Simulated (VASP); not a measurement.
# Mg2Sn (I4/mmm) in VASP: single point with LDA

Aim: the single point of Mg2Sn with LDA.

Program: VASP 6.6.1. These are calculated values, not measurements. Logs are shortened: lines on timing, memory, paths and dates and some standing lists are left out, and cuts for length are marked.

## Step 1: The cell of the first run

The structure is tetragonal, space group I4/mmm (No. 139). Conventional cell: a = 4.779 Å, b = 4.779 Å, c = 6.691 Å, α = 90.00°, β = 90.00°, γ = 90.00°. Within 3.8 Å of Mg (site symmetry -4m2) lie 4 Sn at 2.92 Å and 6 Mg at 3.35 to 3.38 Å. Within 3.8 Å of Sn (site symmetry 4/mmm) lie 8 Mg at 2.92 Å.

## Step 2: Single point, LDA (zz strain of -1 %)

Contents of INCAR:

```
SYSTEM = Mg2Sn
PREC = Accurate
ENCUT = 600
EDIFF = 1E-6
ISMEAR = -1
SIGMA = 0.08
LREAL = .FALSE.
LASPH = .TRUE.
NELM = 120
ALGO = Normal
ISIF = 2
LWAVE = .FALSE.
LCHARG = .FALSE.
NBANDS = 16
GGA_COMPAT = .FALSE.
```

Contents of KPOINTS:

```
regular mesh
0
G
  11 11 11
  0 0 0
```

Contents of POSCAR:

```
Mg2Sn
1.0
    0.0000000000      3.3795000000      3.3457050000
    3.3795000000      0.0000000000      3.3457050000
    3.3795000000      3.3795000000      0.0000000000
Mg Sn
2 1
Direct
    0.2500000000      0.2500000000      0.2500000000
    0.7500000000      0.7500000000      0.7500000000
    0.0000000000      0.0000000000      0.0000000000
```

Potentials or basis: VASP PAW LDA potentials, release 64 (Mg, Sn_d).

Started as:

```sh
> cat potpaw_LDA.64/Mg/POTCAR potpaw_LDA.64/Sn_d/POTCAR > POTCAR
> mpirun -np 1 vasp_std > vasp.out
```

OUTCAR:

```text
SYSTEM = Mg2Sn
   PREC = Accurate
   ENCUT = 600
   EDIFF = 1E-6
   ISMEAR = -1
   LREAL = .FALSE.
   LASPH = .TRUE.
   NELM = 120
   ISIF = 2

 ion  position               nearest neighbor table
   1  0.250  0.250  0.250-   3 2.92   3 2.92   3 2.92   3 2.92   2 3.35   2 3.35   2 3.38   2 3.38
                             2 3.38   2 3.38
   2  0.750  0.750  0.750-   3 2.92   3 2.92   3 2.92   3 2.92   1 3.35   1 3.35   1 3.38   1 3.38
                             1 3.38   1 3.38
   3  0.000  0.000  0.000-   2 2.92   2 2.92   1 2.92   1 2.92   2 2.92   1 2.92   2 2.92   1 2.92

  LATTYP: Found a body centered tetragonal cell.
 ALAT       =     4.7793347340
 C/A-ratio  =     1.4000714267

  Lattice vectors:

 A1 = (   0.0000000000,  -3.3795000000,  -3.3457050000)
 A2 = (   0.0000000000,   3.3795000000,  -3.3457050000)
 A3 = (   3.3795000000,   0.0000000000,   3.3457050000)

Analysis of symmetry for initial positions (statically):
=====================================================================
 Subroutine PRICEL returns:
 Original cell was already a primitive cell.

 Routine SETGRP: Setting up the symmetry group for a
 body centered tetragonal supercell.

 Subroutine GETGRP returns: Found 16 space group operations
 (whereof 16 operations were pure point group operations)
 out of a pool of 16 trial point group operations.

The static configuration has the point symmetry D_4h.

Analysis of symmetry for dynamics (positions and initial velocities):
=====================================================================
 Subroutine PRICEL returns:
 Original cell was already a primitive cell.

 Routine SETGRP: Setting up the symmetry group for a
 body centered tetragonal supercell.

 Subroutine GETGRP returns: Found 16 space group operations
 (whereof 16 operations were pure point group operations)
 out of a pool of 16 trial point group operations.

The dynamic configuration has the point symmetry D_4h.

 Subroutine INISYM returns: Found 16 space group operations
 (whereof 16 operations are pure point group operations),
 and found     1 'primitive' translations

----------------------------------------------------------------------------------------

                                     Primitive cell

  volume of cell :      76.4227

  direct lattice vectors                    reciprocal lattice vectors
     0.000000000  3.379500000  3.345705000    -0.147950880  0.147950880  0.149445334
     3.379500000  0.000000000  3.345705000     0.147950880 -0.147950880  0.149445334
[... 88 lines left out ...]
   LREAL  =      F    real-space projection
   EDIFFG = 0.1E-04   stopping-criterion for IOM
   NSW    =      0    number of steps for IOM
   IBRION =     -1    ionic relax: 0-MD 1-quasi-New 2-CG
   NFREE  =      0    steps in history (QN), initial steepest desc. (CG)
   ISIF   =      2    stress and relaxation
   ISYM   =      2    0-nonsym 1-usesym 2-fastsym
   POTIM  = 0.5000    time-step for ionic-motion
   TEBEG  =    0.0;   TEEND  =   0.0 temperature during run
   PSTRESS=    0.0 pullay stress
   NELECT =      18.0000    total number of electrons
   NUPDOWN=      -1.0000    fix difference up-down
   EMIN   =  10.00;   EMAX   =-10.00  energy-range for DOS
   EFERMI =   0.00;   METHOD = LEGACY
   ISMEAR =    -1;   SIGMA  =   0.08  broadening in eV -4-tet -1-fermi 0-gaus
   EFERMI_NEDOS =   21; number of points for ismear=-14 and -15
   IALGO  =     38    algorithm
   IMIX   =      4    mixing-type and parameters
     AMIX     =   0.40;   BMIX     =  1.00
     AMIX_MAG =   1.60;   BMIX_MAG =  1.00
  volume/ion in A,a.u.               =      25.47       171.91
  Fermi-wavevector in a.u.,A,eV,Ry     =   1.011016  1.910544 13.907249  1.022154
  Thomas-Fermi vector in A             =   2.144040
   LORBIT       =      0    0 simple, 1 ext, 2 COOP (PROOUT), +10 PAW based schemes
   GGA     = CA    functional components
   LHFCALC =     F    Hartree Fock is set to
   AEXX    =    0.0000 exact exchange contribution
   IVDW    =     0    specifies the selected vdW correction
   LEPSILON=     F    determine dielectric tensor
   LRPA    =     F    only Hartree local field effects (RPA)
 non-spin polarized calculation
  energy-cutoff  :      600.00
  volume of cell :       76.42
 maximum number of plane-waves:      2613
 NGX is ok and might be reduce to    40
   NGX = 19   NGY = 19   NGZ = 19

 number of electron      18.0000001 magnetization

 Free energy of the ion-electron system (eV)
  ---------------------------------------------------
  ext. energy  EPLUGINS =         0.00000000
  ---------------------------------------------------
  free energy    TOTEN  =        -8.92514863 eV

  energy without entropy =       -8.91830254  energy(sigma->0) =       -8.92172559

 E-fermi :   4.1130     XC(G=0):  -9.0160

 val. band max:        4.0908214619   @ k =  -0.0909   0.0000   0.0909
 cond. band min:       4.1186556314   @ k =  -0.4545   0.4545   0.0000
 fundamental gap:      0.0278341695
 Fermi energy:         4.1129509203

 k-point     1 :       0.0000    0.0000    0.0000
  band No.  band energies     occupation
      1     -16.7605      2.00000
      2     -16.7587      2.00000
      3     -16.7587      2.00000
      4     -16.7196      2.00000
      5     -16.7173      2.00000
      6      -5.0331      2.00000
[... 433 lines left out ...]
      3     -16.7565      2.00000
      4     -16.7195      2.00000
      5     -16.7167      2.00000
      6      -4.3614      2.00000
[... 8 lines left out ...]
     15      10.4876      0.00000
     16      10.7963      0.00000

 [... further k-points ...]

------------------------ aborting loop because EDIFF is reached ----------------------------------------

  FORCE on cell =-STRESS in cart. coord.  units (eV):
  Direction    XX          YY          ZZ          XY          YZ          ZX
  --------------------------------------------------------------------------------------
  -------------------------------------------------------------------------------------
  Total       -0.8740942     -0.8740942     -0.6491266      0.0000000      0.0000000      0.0000000
  in kB      -18.3250970    -18.3250970    -13.6087258      0.0000000      0.0000000      0.0000000
  external PRESSURE =     -16.7529733 kB  Pullay stress =       0.0000000 kB

 VOLUME and BASIS-vectors are now :
 -----------------------------------------------------------------------------
  energy-cutoff  :      600.00
  volume of cell :       76.42
      direct lattice vectors                 reciprocal lattice vectors
     0.000000000  3.379500000  3.345705000    -0.147950880  0.147950880  0.149445334
     3.379500000  0.000000000  3.345705000     0.147950880 -0.147950880  0.149445334
     3.379500000  3.379500000  0.000000000     0.147950880  0.147950880 -0.149445334

 POSITION                                       TOTAL-FORCE (eV/Angst)
 -----------------------------------------------------------------------------------
      1.68975      1.68975      1.67285         0.000000     -0.000000     -0.000000
      5.06925      5.06925      5.01856         0.000000     -0.000000      0.000000
      0.00000      0.00000      0.00000        -0.000000      0.000000      0.000000
 -----------------------------------------------------------------------------------
    total drift:                               -0.000000      0.000000     -0.000000

  FREE ENERGIE OF THE ION-ELECTRON SYSTEM (eV)
  ---------------------------------------------------
  free  energy   TOTEN  =        -8.9251486337 eV

  energy  without entropy=       -8.9183025363  energy(sigma->0) =       -8.92172559
```

OSZICAR:

```text
N       E                     dE             d eps       ncg     rms          rms(c)
DAV:   1     0.986792273051E+02    0.98679E+02   -0.89687E+03  4040   0.128E+03
DAV:   2    -0.865680620640E+00   -0.99545E+02   -0.96605E+02  4264   0.321E+02
DAV:   3    -0.907933472964E+01   -0.82137E+01   -0.81698E+01  5352   0.783E+01
DAV:   4    -0.929497518584E+01   -0.21564E+00   -0.21561E+00  4704   0.137E+01
DAV:   5    -0.930376260587E+01   -0.87874E-02   -0.87873E-02  6136   0.255E+00    0.338E+00
DAV:   6    -0.900617856862E+01    0.29758E+00   -0.25904E-01  4968   0.199E+00    0.179E+00
DAV:   7    -0.892640940283E+01    0.79769E-01   -0.19990E-01  5192   0.256E+00    0.440E-01
DAV:   8    -0.892533375491E+01    0.10756E-02   -0.16728E-02  5032   0.141E+00    0.197E-01
DAV:   9    -0.892521489472E+01    0.11886E-03   -0.15442E-03  5344   0.466E-01    0.459E-02
DAV:  10    -0.892514847473E+01    0.66420E-04   -0.28717E-04  5056   0.929E-02    0.187E-02
DAV:  11    -0.892514897776E+01   -0.50303E-06   -0.20616E-05  4792   0.334E-02    0.671E-03
DAV:  12    -0.892514863374E+01    0.34403E-06   -0.19958E-06  4056   0.141E-02
   1 F= -.89251486E+01 E0= -.89217256E+01  d E =-.684610E-02
```

It took 99 s on 1 thread of AMD EPYC 9R45 (Zen 5), shared host; peak memory 0.31 GiB.

What came out:

| Quantity | Value |
| --- | --- |
| Free energy | -8.9251 eV |
| Pressure | -1.7 GPa |
| Band gap on the k mesh | zero (bands 9 and 10 overlap by 0.24 eV) |

Caveat: the cell differs from its parent crystal (zz strain of -1 %); spin-orbit coupling is left out, which moves the levels of the heavy elements.
